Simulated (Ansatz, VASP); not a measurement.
## AlBiSe2: VASP beside Ansatz

File INCAR:

```
PREC = Accurate
ENCUT = 500
EDIFF = 1E-6
ISMEAR = -1
SIGMA = 0.1
LREAL = False
LASPH = True
NELM = 120
ALGO = Normal
ISIF = 2
LWAVE = False
LCHARG = False
GGA = PE
NBANDS = 40
GGA_COMPAT = False
```

KPOINTS

```
Automatic mesh
0
Gamma
  4 4 4
```

File POSCAR:

```
AlBiSe2
1.0
    0.0000000000      0.0000000000      6.4461520000
    4.1433730000     -4.1433730000      3.2230760000
    4.1433730000      4.1433730000     -3.2230760000
Bi Se Al
2 4 2
Direct
    0.2500000000      0.0000000000      0.0000000000
    0.7500000000      0.0000000000      0.0000000000
    0.6667000000      0.5000000000      0.8334000000
    0.1667000000      0.1666000000      0.5000000000
    0.3333000000      0.5000000000      0.1666000000
    0.8333000000      0.8334000000      0.5000000000
    0.7500000000      0.5000000000      0.5000000000
    0.2500000000      0.5000000000      0.5000000000
```

Input for Ansatz:

```yaml
crystal:
  lattice:
    - [0.0, 0.0, 6.446152]
    - [4.143373, -4.143373, 3.223076]
    - [4.143373, 4.143373, -3.223076]
  atoms:
    - { symbol: Bi, position: [0.25, 0.0, 0.0] }
    - { symbol: Bi, position: [0.75, 0.0, 0.0] }
    - { symbol: Se, position: [0.6667, 0.5, 0.8334] }
    - { symbol: Se, position: [0.1667, 0.1666, 0.5] }
    - { symbol: Se, position: [0.3333, 0.5, 0.1666] }
    - { symbol: Se, position: [0.8333, 0.8334, 0.5] }
    - { symbol: Al, position: [0.75, 0.5, 0.5] }
    - { symbol: Al, position: [0.25, 0.5, 0.5] }
  symmetry: { tolerance: 0.0003 }
kpoints:
  mp_grid: { grid: [4, 4, 4], shift: [0, 0, 0] }
magnetization:
  spin_polarized: false
scf:
  occupations: { method: fermi_dirac }
hamiltonian:
  pseudopotentials: { kind: paw }
  xc: pbe
basis:
  ecutwfc: 420
  ecutrho_ratio: 4
output:
  forces: true
  stress: true
  eigenvalues: true
```

Alike in both runs: task single point; functional PBE; k mesh 4 × 4 × 4; no spin polarisation.

|  | VASP | Ansatz |
| --- | --- | --- |
| version | VASP 6.6.1 | Ansatz 0.2.0 |
| potentials or method | VASP PAW PBE potentials, release 64 (Bi_d, Se, Al), cutoff 500 eV | PAW plane waves |
| occupations | fermi-dirac, width 0.1 eV | fermi-dirac |
| valence electrons in the cell | 60 | 100 |

Ansatz gave:

* gap on the k mesh at the Fermi level (eV): none
* pressure (GPa): -3.1
* traceless stress, the component that is largest in VASP (GPa): -0.69
* rms of the force components (eV/Å): 0.298

Q: What did VASP give for the same quantities?

A: gap on the k mesh at the Fermi level (eV): none; pressure (GPa): -3.1; traceless stress, the component that is largest in VASP (GPa): -0.69; rms of the force components (eV/Å): 0.295.

Atom by atom the forces differ by 0.003 eV/Å (rms over components). A gap of «none» marks a metal or a gap that the smearing closes. VASP's potentials hold 60 valence electrons a cell and Ansatz's 100, so a difference there can come from the potentials and not from the codes.

Spin-orbit coupling is off throughout.
